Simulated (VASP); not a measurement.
# HgTe in VASP: further runs

HgTe is run at these levels: PBE; tasks: single point, relaxation of the atoms.

Everything below comes from runs of VASP 6.6.1. Logs are shortened: lines on timing, memory, paths and dates and some standing lists are left out, and cuts for length are marked.

## Step 1: The cell of the first run

The cell holds a slab with vacuum, 10 atoms: a = 4.702 Å, b = 6.650 Å, c = 24.404 Å, α = 90.00°, β = 90.00°, γ = 90.00°.

## Step 2: Single point, PBE

Contents of INCAR:

```
SYSTEM = HgTe
PREC     = Accurate       ! precision mode
ENCUT    = 520            ! plane-wave cutoff, eV
EDIFF    = 1E-7           ! SCF threshold, eV
ISMEAR   = 0              ! smearing method
SIGMA    = 0.1            ! smearing width, eV
LREAL    = .FALSE.        ! projectors in reciprocal space
LASPH    = .TRUE.         ! aspherical terms in the spheres
NELM     = 60             ! most SCF steps
ALGO     = Normal         ! electronic algorithm
ISIF     = 2              ! what is computed and relaxed
LWAVE    = .FALSE.        ! write WAVECAR
LCHARG   = .FALSE.        ! write CHGCAR
LDIPOL   = .TRUE.       
IDIPOL   = 3            
DIPOL    = 0.5 0.5 0.500
GGA      = PE             ! functional
NBANDS   = 56             ! bands
LUSENCCL = .FALSE.
```

Contents of KPOINTS:

```
Automatic mesh
0
G
  8 5 1
  0 0 0
```

Contents of POSCAR:

```
HgTe
1.0
    4.7019745464      0.0000000000      0.0000000000
    0.0000000000      6.6495961734      0.0000000000
    0.0000000000      0.0000000000     24.4039490927
Hg Te
5 5
Direct
    0.5000000000      0.5000000000      0.3073273089
    0.0000000000      0.0000000000      0.4036636544
    0.5000000000      0.5000000000      0.5000000000
    0.0000000000      0.0000000000      0.5963363456
    0.5000000000      0.5000000000      0.6926726911
    0.0000000000      0.2500000000      0.3073273089
    0.5000000000      0.7500000000      0.4036636544
    0.0000000000      0.2500000000      0.5000000000
    0.5000000000      0.7500000000      0.5963363456
    0.0000000000      0.2500000000      0.6926726911
```

Potentials or basis: VASP PAW PBE potentials, release 64 (Hg, Te).

Started as:

```
cat potpaw_PBE.64/Hg/POTCAR potpaw_PBE.64/Te/POTCAR > POTCAR
mpirun -np 1 vasp_std > vasp.out
```

OUTCAR:

```text
SYSTEM = HgTe
   PREC = Accurate
   ENCUT = 520
   EDIFF = 1E-7
   ISMEAR = 0
   LREAL = .FALSE.
   LASPH = .TRUE.
   NELM = 60
   ISIF = 2
   GGA = PE

 ion  position               nearest neighbor table
   1  0.500  0.500  0.307-   7 2.88   6 2.88   6 2.88
   2  0.000  0.000  0.404-   6 2.88   7 2.88   7 2.88   8 2.88
   3  0.500  0.500  0.500-   8 2.88   8 2.88   9 2.88   7 2.88
   4  0.000  0.000  0.596-  10 2.88   9 2.88   9 2.88   8 2.88
   5  0.500  0.500  0.693-   9 2.88  10 2.88  10 2.88
   6  0.000  0.250  0.307-   2 2.88   1 2.88   1 2.88
   7  0.500  0.750  0.404-   1 2.88   2 2.88   2 2.88   3 2.88
   8  0.000  0.250  0.500-   3 2.88   3 2.88   4 2.88   2 2.88
   9  0.500  0.750  0.596-   5 2.88   4 2.88   4 2.88   3 2.88
  10  0.000  0.250  0.693-   4 2.88   5 2.88   5 2.88

  LATTYP: Found a simple orthorhombic cell.
 ALAT       =     4.7019745464
 B/A-ratio  =     1.4142135624
 C/A-ratio  =     5.1901491282

  Lattice vectors:

 A1 = (   4.7019745464,   0.0000000000,   0.0000000000)
 A2 = (   0.0000000000,   6.6495961734,   0.0000000000)
 A3 = (   0.0000000000,   0.0000000000,  24.4039490927)

Analysis of symmetry for initial positions (statically):
=====================================================================
 Subroutine PRICEL returns:
 Original cell was already a primitive cell.

 Routine SETGRP: Setting up the symmetry group for a
 simple orthorhombic supercell.

 Subroutine GETGRP returns: Found  4 space group operations
 (whereof  4 operations were pure point group operations)
 out of a pool of  8 trial point group operations.

The static configuration has the point symmetry C_2v.

Analysis of symmetry for dynamics (positions and initial velocities):
=====================================================================
 Subroutine PRICEL returns:
 Original cell was already a primitive cell.

 Routine SETGRP: Setting up the symmetry group for a
 simple orthorhombic supercell.

 Subroutine GETGRP returns: Found  4 space group operations
 (whereof  4 operations were pure point group operations)
 out of a pool of  8 trial point group operations.

The dynamic configuration has the point symmetry C_2v.

 Subroutine INISYM returns: Found  4 space group operations
 (whereof  4 operations are pure point group operations),
 and found     1 'primitive' translations

----------------------------------------------------------------------------------------

                                     Primitive cell

  volume of cell :     763.0195

  direct lattice vectors                    reciprocal lattice vectors
     4.701974546  0.000000000  0.000000000     0.212676609  0.000000000  0.000000000
     0.000000000  6.649596173  0.000000000     0.000000000  0.150385072  0.000000000
     0.000000000  0.000000000 24.403949093     0.000000000  0.000000000  0.040976975

  length of vectors
     4.701974546  6.649596173 24.403949093     0.212676609  0.150385072  0.040976975

  position of ions in fractional coordinates (direct lattice)
     0.500000000  0.500000000  0.307327309
     0.000000000  0.000000000  0.403663654
     0.500000000  0.500000000  0.500000000
     0.000000000  0.000000000  0.596336346
     0.500000000  0.500000000  0.692672691
     0.000000000  0.250000000  0.307327309
     0.500000000  0.750000000  0.403663654
     0.000000000  0.250000000  0.500000000
     0.500000000  0.750000000  0.596336346
     0.000000000  0.250000000  0.692672691

  ion indices of the primitive-cell ions
   primitive index   ion index
                 1           1
                 2           2
                 3           3
                 4           4
                 5           5
                 6           6
                 7           7
                 8           8
                 9           9
                10          10

----------------------------------------------------------------------------------------

 KPOINTS: Automatic mesh

Automatic generation of k-mesh.
 Grid dimensions read from file:
 generate k-points for:    8    5    1

 Generating k-lattice:

  Cartesian coordinates                     Fractional coordinates (reciprocal lattice)
     0.026584576  0.000000000  0.000000000     0.125000000  0.000000000  0.000000000
     0.000000000  0.030077014  0.000000000     0.000000000  0.200000000  0.000000000
     0.000000000  0.000000000  0.040976975     0.000000000  0.000000000  1.000000000

  Length of vectors
     0.026584576  0.030077014  0.040976975

  Shift w.r.t. Gamma in fractional coordinates (k-lattice)
     0.000000000  0.000000000  0.000000000

 Subroutine IBZKPT returns following result:
 ===========================================

 Found     15 irreducible k-points:

 Following reciprocal coordinates:
            Coordinates               Weight
  0.000000  0.000000  0.000000      1.000000
  0.125000  0.000000  0.000000      2.000000
  0.250000  0.000000  0.000000      2.000000
  0.375000  0.000000  0.000000      2.000000
  0.500000  0.000000  0.000000      1.000000
  0.000000  0.200000  0.000000      2.000000
  0.125000  0.200000  0.000000      4.000000
  0.250000  0.200000  0.000000      4.000000
  0.375000  0.200000  0.000000      4.000000
  0.500000  0.200000  0.000000      2.000000
  0.000000  0.400000  0.000000      2.000000
  0.125000  0.400000  0.000000      4.000000
  0.250000  0.400000  0.000000      4.000000
  0.375000  0.400000  0.000000      4.000000
  0.500000  0.400000  0.000000      2.000000
   k-points           NKPTS =     15   k-points in BZ     NKDIM =     15   number of bands    NBANDS=     56
   number of dos      NEDOS =    301   number of ions     NIONS =     10
   total plane-waves  NPLWV = 345600
   dimension x,y,z NGX =    36 NGY =   50 NGZ =  192
   dimension x,y,z NGXF=    72 NGYF=  100 NGZF=  384
   ions per type =               5   5
   NGX,Y,Z   is equivalent  to a cutoff of  12.73, 12.50, 13.08 a.u.
   NGXF,Y,Z  is equivalent  to a cutoff of  25.46, 25.00, 26.16 a.u.
 SYSTEM =  HgTe
   PREC   = accura    normal or accurate (medium, high low for compatibility)
   ISTART =      0    job   : 0-new  1-cont  2-samecut
   ICHARG =      2    charge: 1-file 2-atom 10-const
   ISPIN  =      1    spin polarized calculation?
   LNONCOLLINEAR =      F non collinear calculations
   LSORBIT =      F    spin-orbit coupling
   LASPH  =      T    aspherical Exc in radial PAW
   ENCUT  =  520.0 eV  38.22 Ry    6.18 a.u.   8.74 12.36 45.38*2*pi/ulx,y,z
   NELM   =     60;   NELMIN=  2; NELMDL= -5     # of ELM steps
   EDIFF  = 0.1E-06   stopping-criterion for ELM
   LREAL  =      F    real-space projection
   EDIFFG = 0.1E-05   stopping-criterion for IOM
   NSW    =      0    number of steps for IOM
   IBRION =     -1    ionic relax: 0-MD 1-quasi-New 2-CG
   NFREE  =      0    steps in history (QN), initial steepest desc. (CG)
   ISIF   =      2    stress and relaxation
   ISYM   =      2    0-nonsym 1-usesym 2-fastsym
   POTIM  = 0.5000    time-step for ionic-motion
   TEBEG  =    0.0;   TEEND  =   0.0 temperature during run
   PSTRESS=    0.0 pullay stress
   NELECT =      90.0000    total number of electrons
   NUPDOWN=      -1.0000    fix difference up-down
   EMIN   =  10.00;   EMAX   =-10.00  energy-range for DOS
   EFERMI =   0.00;   METHOD = LEGACY
   ISMEAR =     0;   SIGMA  =   0.10  broadening in eV -4-tet -1-fermi 0-gaus
   EFERMI_NEDOS =   21; number of points for ismear=-14 and -15
   IALGO  =     38    algorithm
   IMIX   =      4    mixing-type and parameters
     AMIX     =   0.40;   BMIX     =  1.00
     AMIX_MAG =   1.60;   BMIX_MAG =  1.00
  volume/ion in A,a.u.               =      76.30       514.91
  Fermi-wavevector in a.u.,A,eV,Ry     =   0.802867  1.517199  8.770260  0.644596
  Thomas-Fermi vector in A             =   1.910626
   LORBIT       =      0    0 simple, 1 ext, 2 COOP (PROOUT), +10 PAW based schemes
   GGA     = PE    functional components
   LHFCALC =     F    Hartree Fock is set to
   AEXX    =    0.0000 exact exchange contribution
   IVDW    =     0    specifies the selected vdW correction
   LEPSILON=     F    determine dielectric tensor
   LRPA    =     F    only Hartree local field effects (RPA)
 non-spin polarized calculation
 Gauss-broadening in eV      SIGMA  =   0.10
  energy-cutoff  :      520.00
  volume of cell :      763.02
 maximum number of plane-waves:     20634
 NGX is ok and might be reduce to    36
   NGX = 17   NGY = 25   NGZ = 91

 dipolmoment           0.000000      0.000000     -0.000000 electrons x Angstroem

 number of electron      90.0000013 magnetization

 dipolmoment           0.000000      0.000000      0.000000 electrons x Angstroem

 Free energy of the ion-electron system (eV)
  ---------------------------------------------------
  ext. energy  EPLUGINS =         0.00000000
  ---------------------------------------------------
  free energy    TOTEN  =       -16.90147911 eV

  energy without entropy =      -16.90028872  energy(sigma->0) =      -16.90088392

 E-fermi :  -1.4393     XC(G=0):  -4.5402

 val. band max:       -1.5322728503   @ k =   0.0000   0.0000   0.0000
 cond. band min:      -1.3463848503   @ k =   0.0000   0.0000   0.0000
 fundamental gap:      0.1858880000
 Fermi energy:        -1.4393120969

 k-point     1 :       0.0000    0.0000    0.0000
  band No.  band energies     occupation
      1     -12.8120      2.00000
      2     -12.5819      2.00000
      3     -12.3141      2.00000
      4     -11.9600      2.00000
      5     -11.9537      2.00000
      6      -8.3725      2.00000
[... 48 lines left out ...]
     55       3.0665      0.00000
     56       3.1155      0.00000

 k-point     2 :       0.1250    0.0000    0.0000
  band No.  band energies     occupation
      1     -12.7721      2.00000
      2     -12.5527      2.00000
      3     -12.3043      2.00000
      4     -11.9405      2.00000
      5     -11.9351      2.00000
      6      -8.3578      2.00000
[... 48 lines left out ...]
     55       2.7056      0.00000
     56       2.9630      0.00000

 k-point     3 :       0.2500    0.0000    0.0000
  band No.  band energies     occupation
      1     -12.6661      2.00000
      2     -12.4800      2.00000
      3     -12.2890      2.00000
      4     -11.8916      2.00000
      5     -11.8901      2.00000
      6      -8.3151      2.00000
[... 641 lines left out ...]
 k-point    14 :       0.3750    0.4000    0.0000
  band No.  band energies     occupation
      1     -12.4850      2.00000
      2     -12.3961      2.00000
      3     -12.3404      2.00000
      4     -11.8517      2.00000
      5     -11.8435      2.00000
      6      -8.2924      2.00000
[... 48 lines left out ...]
     55       3.4188      0.00000
     56       3.5080      0.00000

 k-point    15 :       0.5000    0.4000    0.0000
  band No.  band energies     occupation
      1     -12.4532      2.00000
      2     -12.3708      2.00000
      3     -12.3217      2.00000
      4     -11.8255      2.00000
      5     -11.8171      2.00000
      6      -8.2917      2.00000
[... 48 lines left out ...]
     55       3.3134      0.00000
     56       3.7876      0.00000

------------------------ aborting loop because EDIFF is reached ----------------------------------------

 vacuum level on the upper side and lower side of the slab       (xc-potential included)        -0.014        -0.014

  FORCE on cell =-STRESS in cart. coord.  units (eV):
  Direction    XX          YY          ZZ          XY          YZ          ZX
  --------------------------------------------------------------------------------------
  -------------------------------------------------------------------------------------
  Total       -1.9951864     -1.6741506      0.4910360      0.0000000      0.0000000      0.0000000
  in kB       -4.1894633     -3.5153570      1.0310703      0.0000000      0.0000000      0.0000000
  external PRESSURE =      -2.2245833 kB  Pullay stress =       0.0000000 kB

 VOLUME and BASIS-vectors are now :
 -----------------------------------------------------------------------------
  energy-cutoff  :      520.00
  volume of cell :      763.02
      direct lattice vectors                 reciprocal lattice vectors
     4.701974546  0.000000000  0.000000000     0.212676609  0.000000000  0.000000000
     0.000000000  6.649596173  0.000000000     0.000000000  0.150385072  0.000000000
     0.000000000  0.000000000 24.403949093     0.000000000  0.000000000  0.040976975

 POSITION                                       TOTAL-FORCE (eV/Angst)
 -----------------------------------------------------------------------------------
      2.35099      3.32480      7.50000        -0.000000     -0.783840      0.647512
      0.00000      0.00000      9.85099         0.000000      0.146418     -0.013751
      2.35099      3.32480     12.20197        -0.000000     -0.223054      0.000000
      0.00000      0.00000     14.55296        -0.000000      0.146418      0.013751
      2.35099      3.32480     16.90395        -0.000000     -0.783840     -0.647512
      0.00000      1.66240      7.50000        -0.000000      0.327355     -0.631515
      2.35099      4.98720      9.85099         0.000000      0.376025     -0.140549
      0.00000      1.66240     12.20197        -0.000000      0.091138      0.000000
      2.35099      4.98720     14.55296         0.000000      0.376025      0.140549
      0.00000      1.66240     16.90395        -0.000000      0.327355      0.631515
 -----------------------------------------------------------------------------------
    total drift:                                0.000000      0.000982      0.000000

  FREE ENERGIE OF THE ION-ELECTRON SYSTEM (eV)
  ---------------------------------------------------
  free  energy   TOTEN  =       -16.9014791146 eV

  energy  without entropy=      -16.9002887226  energy(sigma->0) =      -16.90088392

 vacuum level on the upper side and lower side of the slab         3.410         3.410
```

Wall time 3.2 min (1 × NVIDIA H100 80GB with 1 thread of AMD EPYC 7R13 (Zen 3), shared host); peak memory 1.9 GiB.

What came out:

* Free energy: -16.9015 eV
* Largest force: 1.017 eV/Å
* Band gap on the k mesh: 0.19 eV, direct

Forces in eV/Å, atoms in the order of the input:
```
Hg   0.000 -0.784  0.648
Hg   0.000  0.146 -0.014
Hg   0.000 -0.223  0.000
Hg   0.000  0.146  0.014
Hg   0.000 -0.784 -0.648
Te   0.000  0.327 -0.632
Te   0.000  0.376 -0.141
Te   0.000  0.091  0.000
Te   0.000  0.376  0.141
Te   0.000  0.327  0.632
```

Caveat: spin-orbit coupling is left out, which moves the levels of the heavy elements.

(Continued in part 2 of 2.)
